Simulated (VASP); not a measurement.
A run of VASP 6.6.1:

File INCAR:

```
PREC = Accurate ; ENCUT = 520
EDIFF = 1E-6 ; ISMEAR = 0
SIGMA = 0.05 ; LREAL = False
LASPH = True ; NELM = 60
ALGO = Normal ; ISIF = 2
LWAVE = False ; LCHARG = False
NBANDS = 14
```

The input KPOINTS:

```
regular mesh
0
Gamma
  6 6 6
```

POSCAR

```
NaCl
1.0
    3.5021900000      0.0000000000      0.0000000000
    0.0000000000      3.5021900000      0.0000000000
    0.0000000000      0.0000000000      3.3621024000
Na Cl
1 1
Direct
    0.0000000000      0.0000000000      0.0000000000
    0.5000000000      0.5000000000      0.5000000000
```

Potentials or basis: VASP PAW LDA potentials, release 64 (Na_pv, Cl).

Run with:

```bash
$ cat potpaw_LDA.64/Na_pv/POTCAR potpaw_LDA.64/Cl/POTCAR > POTCAR
$ mpirun -np 1 vasp_std > vasp.out
```

Hardware: 1 thread of AMD EPYC 7R13 Processor (Zen 3) (shared host).

Q: How long does it take, and how much memory?

A: It took 11 s on 1 thread of AMD EPYC 7R13 Processor (Zen 3), on a shared host, peak memory 0.11 GiB. Counts: scf iterations 11, k points 40.
